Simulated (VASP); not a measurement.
# BaS (I4/mmm) in VASP: a series of runs

The runs below take BaS through single point, with PBE.

All numbers are computed with VASP 6.6.1; they aren't measurements. Logs are shortened: lines on timing, memory, paths and dates and some standing lists are left out, and cuts for length are marked.

**1. The cell of the first run**

The structure is tetragonal, space group I4/mmm (No. 139). Conventional cell: a = 4.542 Å, b = 4.542 Å, c = 6.167 Å, α = 90.00°, β = 90.00°, γ = 90.00°. Ba (site symmetry 4/mmm) has 6 S at 3.08 to 3.21 Å within 4.1 Å. S (site symmetry 4/mmm) has 6 Ba at 3.08 to 3.21 Å within 4.1 Å.

**2. Single point, PBE (uniaxial x strain -4.0%)**

INCAR

```
SYSTEM = BaS
  ALGO = Normal
  EDIFF = 1E-6
  ENCUT = 520
  GGA = PE
  ISIF = 2
  ISMEAR = 0
  LASPH = .True.
  LCHARG = .False.
  LREAL = .False.
  LWAVE = .False.
  NBANDS = 15
  NELM = 80
  PREC = Accurate
  SIGMA = 0.01
```

KPOINTS

```
k-points
0
Gamma
  4 4 4
  0 0 0
```

POSCAR

```
BaS
1.0
    0.0000000000      3.2117958731      3.2117958731
    3.0833240382      0.0000000000      3.2117958731
    3.0833240382      3.2117958731      0.0000000000
Ba S
1 1
Direct
    0.0000000000      0.0000000000      0.0000000000
    0.5000000000      0.5000000000      0.5000000000
```

Potentials or basis: VASP PAW PBE potentials, release 64 (Ba_sv, S).

Started as:

```
$ cat potpaw_PBE.64/Ba_sv/POTCAR potpaw_PBE.64/S/POTCAR > POTCAR
$ mpirun -np 1 vasp_std > vasp.out
```

OUTCAR:

```text
SYSTEM = BaS
   EDIFF = 1E-6
   ENCUT = 520
   GGA = PE
   ISIF = 2
   ISMEAR = 0
   LASPH = .True.
   LREAL = .False.
   NELM = 80
   PREC = Accurate

 ion  position               nearest neighbor table
   1  0.000  0.000  0.000-   2 3.08   2 3.08   2 3.21   2 3.21   2 3.21   2 3.21
   2  0.500  0.500  0.500-   1 3.08   1 3.08   1 3.21   1 3.21   1 3.21   1 3.21

  LATTYP: Found a body centered tetragonal cell.
 ALAT       =     4.5421652833
 C/A-ratio  =     1.3576450199

  Lattice vectors:

 A1 = (  -3.0833240382,   0.0000000000,  -3.2117958731)
 A2 = (  -3.0833240382,   0.0000000000,   3.2117958731)
 A3 = (   3.0833240382,   3.2117958731,   0.0000000000)

Analysis of symmetry for initial positions (statically):
=====================================================================
 Subroutine PRICEL returns:
 Original cell was already a primitive cell.

 Routine SETGRP: Setting up the symmetry group for a
 body centered tetragonal supercell.

 Subroutine GETGRP returns: Found 16 space group operations
 (whereof 16 operations were pure point group operations)
 out of a pool of 16 trial point group operations.

The static configuration has the point symmetry D_4h.

Analysis of symmetry for dynamics (positions and initial velocities):
=====================================================================
 Subroutine PRICEL returns:
 Original cell was already a primitive cell.

 Routine SETGRP: Setting up the symmetry group for a
 body centered tetragonal supercell.

 Subroutine GETGRP returns: Found 16 space group operations
 (whereof 16 operations were pure point group operations)
 out of a pool of 16 trial point group operations.

The dynamic configuration has the point symmetry D_4h.

 Subroutine INISYM returns: Found 16 space group operations
 (whereof 16 operations are pure point group operations),
 and found     1 'primitive' translations

----------------------------------------------------------------------------------------

                                     Primitive cell

  volume of cell :      63.6129

  direct lattice vectors                    reciprocal lattice vectors
     0.000000000  3.211795873  3.211795873    -0.162162651  0.155676145  0.155676145
     3.083324038  0.000000000  3.211795873     0.162162651 -0.155676145  0.155676145
     3.083324038  3.211795873  0.000000000     0.162162651  0.155676145 -0.155676145

  length of vectors
     4.542165283  4.452248854  4.452248854     0.273435275  0.273435275  0.273435275

  position of ions in fractional coordinates (direct lattice)
     0.000000000  0.000000000  0.000000000
     0.500000000  0.500000000  0.500000000

  ion indices of the primitive-cell ions
   primitive index   ion index
                 1           1
                 2           2

----------------------------------------------------------------------------------------

 KPOINTS: k-points

Automatic generation of k-mesh.
 Grid dimensions read from file:
 generate k-points for:    4    4    4

 Generating k-lattice:

  Cartesian coordinates                     Fractional coordinates (reciprocal lattice)
    -0.040540663  0.038919036  0.038919036     0.250000000  0.000000000  0.000000000
     0.040540663 -0.038919036  0.038919036     0.000000000  0.250000000 -0.000000000
     0.040540663  0.038919036 -0.038919036     0.000000000 -0.000000000  0.250000000

  Length of vectors
     0.068358819  0.068358819  0.068358819

  Shift w.r.t. Gamma in fractional coordinates (k-lattice)
     0.000000000  0.000000000  0.000000000

 Subroutine IBZKPT returns following result:
 ===========================================

 Found     13 irreducible k-points:

 Following reciprocal coordinates:
            Coordinates               Weight
  0.000000  0.000000  0.000000      1.000000
  0.250000  0.000000  0.000000      8.000000
  0.500000  0.000000  0.000000      4.000000
  0.250000  0.250000  0.000000      4.000000
  0.500000  0.250000  0.000000     16.000000
 -0.250000  0.250000  0.000000      8.000000
  0.500000  0.500000  0.000000      2.000000
  0.000000  0.250000  0.250000      2.000000
  0.500000  0.250000  0.250000      4.000000
 -0.250000  0.250000  0.250000      8.000000
 -0.250000  0.500000  0.250000      4.000000
  0.500000 -0.250000  0.250000      2.000000
  0.000000  0.500000  0.500000      1.000000
   k-points           NKPTS =     13   k-points in BZ     NKDIM =     13   number of bands    NBANDS=     15
   number of dos      NEDOS =    301   number of ions     NIONS =      2
   total plane-waves  NPLWV =  46656
   dimension x,y,z NGX =    36 NGY =   36 NGZ =   36
   dimension x,y,z NGXF=    72 NGYF=   72 NGZF=   72
   ions per type =               1   1
   NGX,Y,Z   is equivalent  to a cutoff of  13.18, 13.44, 13.44 a.u.
   NGXF,Y,Z  is equivalent  to a cutoff of  26.35, 26.88, 26.88 a.u.
 SYSTEM =  BaS
   PREC   = accura    normal or accurate (medium, high low for compatibility)
   ISTART =      0    job   : 0-new  1-cont  2-samecut
   ICHARG =      2    charge: 1-file 2-atom 10-const
   ISPIN  =      1    spin polarized calculation?
   LNONCOLLINEAR =      F non collinear calculations
   LSORBIT =      F    spin-orbit coupling
   LASPH  =      T    aspherical Exc in radial PAW
   ENCUT  =  520.0 eV  38.22 Ry    6.18 a.u.   8.45  8.28  8.28*2*pi/ulx,y,z
   NELM   =     80;   NELMIN=  2; NELMDL= -5     # of ELM steps
   EDIFF  = 0.1E-05   stopping-criterion for ELM
   LREAL  =      F    real-space projection
   EDIFFG = 0.1E-04   stopping-criterion for IOM
   NSW    =      0    number of steps for IOM
   IBRION =     -1    ionic relax: 0-MD 1-quasi-New 2-CG
   NFREE  =      0    steps in history (QN), initial steepest desc. (CG)
   ISIF   =      2    stress and relaxation
   ISYM   =      2    0-nonsym 1-usesym 2-fastsym
   POTIM  = 0.5000    time-step for ionic-motion
   TEBEG  =    0.0;   TEEND  =   0.0 temperature during run
   PSTRESS=    0.0 pullay stress
   NELECT =      16.0000    total number of electrons
   NUPDOWN=      -1.0000    fix difference up-down
   EMIN   =  10.00;   EMAX   =-10.00  energy-range for DOS
   EFERMI =   0.00;   METHOD = LEGACY
   ISMEAR =     0;   SIGMA  =   0.01  broadening in eV -4-tet -1-fermi 0-gaus
   EFERMI_NEDOS =   21; number of points for ismear=-14 and -15
   IALGO  =     38    algorithm
   IMIX   =      4    mixing-type and parameters
     AMIX     =   0.40;   BMIX     =  1.00
     AMIX_MAG =   1.60;   BMIX_MAG =  1.00
  volume/ion in A,a.u.               =      31.81       214.64
  Fermi-wavevector in a.u.,A,eV,Ry     =   1.033395  1.952834 14.529741  1.067906
  Thomas-Fermi vector in A             =   2.167640
   LORBIT       =      0    0 simple, 1 ext, 2 COOP (PROOUT), +10 PAW based schemes
   GGA     = PE    functional components
   LHFCALC =     F    Hartree Fock is set to
   AEXX    =    0.0000 exact exchange contribution
   IVDW    =     0    specifies the selected vdW correction
   LEPSILON=     F    determine dielectric tensor
   LRPA    =     F    only Hartree local field effects (RPA)
 non-spin polarized calculation
 Gauss-broadening in eV      SIGMA  =   0.01
  energy-cutoff  :      520.00
  volume of cell :       63.61
 maximum number of plane-waves:      1727
 NGX is ok and might be reduce to    36
   NGX = 17   NGY = 17   NGZ = 17

 number of electron      15.9999999 magnetization

 Free energy of the ion-electron system (eV)
  ---------------------------------------------------
  ext. energy  EPLUGINS =         0.00000000
  ---------------------------------------------------
  free energy    TOTEN  =       -10.13668152 eV

  energy without entropy =      -10.13668152  energy(sigma->0) =      -10.13668152

 E-fermi :   1.8029     XC(G=0):  -8.7209

 val. band max:        1.6991917534   @ k =   0.0000   0.0000   0.0000
 cond. band min:       3.6257505218   @ k =   0.0000   0.5000   0.5000
 fundamental gap:      1.9265587684
 Fermi energy:         1.8028762881

 k-point     1 :       0.0000    0.0000    0.0000
  band No.  band energies     occupation
      1     -24.4165      2.00000
      2      -9.4812      2.00000
      3      -9.4675      2.00000
      4      -9.4675      2.00000
      5      -8.8127      2.00000
      6       1.5379      2.00000
      7       1.5379      2.00000
      8       1.6992      2.00000
      9       5.2205      0.00000
     10       5.3586      0.00000
     11       5.3586      0.00000
     12       5.6512      0.00000
     13       6.2788      0.00000
     14       6.6246      0.00000
     15      10.3685      0.00000

 k-point     2 :       0.2500    0.0000    0.0000
  band No.  band energies     occupation
      1     -24.3912      2.00000
      2     -10.2957      2.00000
      3      -9.4991      2.00000
      4      -9.4861      2.00000
      5      -7.9359      2.00000
      6       0.4101      2.00000
      7       0.9133      2.00000
      8       0.9446      2.00000
      9       5.7056      0.00000
     10       6.3224      0.00000
     11       6.4174      0.00000
     12       7.0088      0.00000
     13       7.8686      0.00000
     14       8.3768      0.00000
     15      12.2905      0.00000

 k-point     3 :       0.5000    0.0000    0.0000
  band No.  band energies     occupation
      1     -24.3656      2.00000
      2     -10.7319      2.00000
      3      -9.5300      2.00000
      4      -9.4966      2.00000
      5      -7.4359      2.00000
      6      -0.4056      2.00000
      7       0.4333      2.00000
      8       0.4572      2.00000
      9       7.2054      0.00000
     10       7.3401      0.00000
     11       7.9469      0.00000
     12       8.0446      0.00000
     13      10.4344      0.00000
     14      10.5307      0.00000
     15      10.7343      0.00000
[... 145 lines left out ...]
 k-point    12 :       0.5000   -0.2500    0.2500
  band No.  band energies     occupation
      1     -24.3528      2.00000
      2     -10.1925      2.00000
      3      -9.8208      2.00000
      4      -9.8208      2.00000
      5      -7.9413      2.00000
      6       0.3469      2.00000
      7       1.0096      2.00000
      8       1.0096      2.00000
      9       6.0963      0.00000
     10       6.0963      0.00000
     11       7.8112      0.00000
     12       8.4172      0.00000
     13       9.0719      0.00000
     14      11.9069      0.00000
     15      12.2238      0.00000

 k-point    13 :       0.0000    0.5000    0.5000
  band No.  band energies     occupation
      1     -24.3452      2.00000
      2     -10.0150      2.00000
      3      -9.7029      2.00000
      4      -9.7029      2.00000
      5      -8.7282      2.00000
      6       1.2608      2.00000
      7       1.4055      2.00000
      8       1.4055      2.00000
      9       3.6258      0.00000
     10       7.6470      0.00000
     11       7.7778      0.00000
     12       9.1522      0.00000
     13       9.1522      0.00000
     14       9.4442      0.00000
     15      10.2265      0.00000

------------------------ aborting loop because EDIFF is reached ----------------------------------------

  FORCE on cell =-STRESS in cart. coord.  units (eV):
  Direction    XX          YY          ZZ          XY          YZ          ZX
  --------------------------------------------------------------------------------------
  -------------------------------------------------------------------------------------
  Total        2.3095881      0.5727458      0.5727458     -0.0000000      0.0000000     -0.0000000
  in kB       58.1701370     14.4253857     14.4253857     -0.0000000      0.0000000     -0.0000000
  external PRESSURE =      29.0069695 kB  Pullay stress =       0.0000000 kB

 VOLUME and BASIS-vectors are now :
 -----------------------------------------------------------------------------
  energy-cutoff  :      520.00
  volume of cell :       63.61
      direct lattice vectors                 reciprocal lattice vectors
     0.000000000  3.211795873  3.211795873    -0.162162651  0.155676145  0.155676145
     3.083324038  0.000000000  3.211795873     0.162162651 -0.155676145  0.155676145
     3.083324038  3.211795873  0.000000000     0.162162651  0.155676145 -0.155676145

 POSITION                                       TOTAL-FORCE (eV/Angst)
 -----------------------------------------------------------------------------------
      0.00000      0.00000      0.00000         0.000000      0.000000     -0.000000
      3.08332      3.21180      3.21180         0.000000     -0.000000      0.000000
 -----------------------------------------------------------------------------------
    total drift:                                0.000000      0.000000      0.000000

  FREE ENERGIE OF THE ION-ELECTRON SYSTEM (eV)
  ---------------------------------------------------
  free  energy   TOTEN  =       -10.1366815238 eV

  energy  without entropy=      -10.1366815238  energy(sigma->0) =      -10.13668152
```

Wall time 16 s (1 thread of Intel Xeon 8259CL, shared host); peak memory 0.2 GiB.

Results:

- Free energy: -10.1367 eV
- Pressure: 2.9 GPa
- Band gap on the k mesh: 1.93 eV (least direct gap 2.07 eV)

Levels at points of the mesh, in eV from the valence-band top:
```
           k point  band 6  band 7  band 8  band 9  band 10  band 11
(0.00, 0.00, 0.00)   -0.16   -0.16    0.00    3.52     3.66     3.66
(0.50, 0.00, 0.00)   -2.10   -1.27   -1.24    5.51     5.64     6.25
(0.50, 0.50, 0.00)   -0.68   -0.29   -0.11    1.96     5.68     6.23
(0.00, 0.50, 0.50)   -0.44   -0.29   -0.29    1.93     5.95     6.08
```

Caveat: the k points lie up to 0.43 Å⁻¹ apart; the cell differs from its parent crystal (uniaxial x strain -4.0%); spin-orbit coupling is left out, which moves the levels of the heavy elements.

**3. Single point, PBE (epitaxial xy strain +5.0%)**

INCAR

```
SYSTEM = BaS
PREC = Accurate
ENCUT = 520
EDIFF = 1E-7
ISMEAR = 0
SIGMA = 0.01
LREAL = .False.
LASPH = .True.
NELM = 100
ALGO = Normal
ISIF = 2
LWAVE = .False.
LCHARG = .True.
GGA = PE
LELF = .True.
LVHAR = .True.
NBANDS = 15
```

KPOINTS

```
Automatic mesh
0
Gamma
  4 4 4
  0 0 0
```

POSCAR

```
BaS
1.0
    0.0000000000      3.3723856668      3.1586207222
    3.3723856668      0.0000000000      3.1586207222
    3.3723856668      3.3723856668      0.0000000000
Ba S
1 1
Direct
    0.0000000000      0.0000000000      0.0000000000
    0.5000000000      0.5000000000      0.5000000000
```

Potentials or basis: VASP PAW PBE potentials, release 64 (Ba_sv, S).

Started as:

```
$ cat potpaw_PBE.64/Ba_sv/POTCAR potpaw_PBE.64/S/POTCAR > POTCAR
$ mpirun -np 1 vasp_std > vasp.out
```

It took 26 s on 1 thread of Intel Xeon 8259CL, shared host; peak memory 0.21 GiB.

It converged, with:

* Free energy: -10.1196 eV
* Pressure: -1.9 GPa
* Band gap on the k mesh: 2.09 eV (least direct gap 2.31 eV)

Stress tensor (GPa, compression positive):
```
-3.21  0.00  0.00
 0.00 -3.21  0.00
 0.00  0.00  0.68
```

Levels at points of the mesh, in eV from the valence-band top:
```tsv
k point	band 6	band 7	band 8	band 9	band 10	band 11
(0.00, 0.00, 0.00)	-0.17	-0.17	0.00	2.92	3.59	3.59
(0.50, 0.00, 0.00)	-1.86	-1.07	-1.03	5.08	5.25	5.79
(0.50, 0.50, 0.00)	-0.52	-0.37	-0.37	2.09	5.39	5.64
(0.50, 0.00, 0.50)	-0.81	-0.33	-0.16	2.15	5.08	5.78
```

Caveat: the cell differs from its parent crystal (epitaxial xy strain +5.0%); spin-orbit coupling is left out, which moves the levels of the heavy elements. A k mesh can miss the band edges.
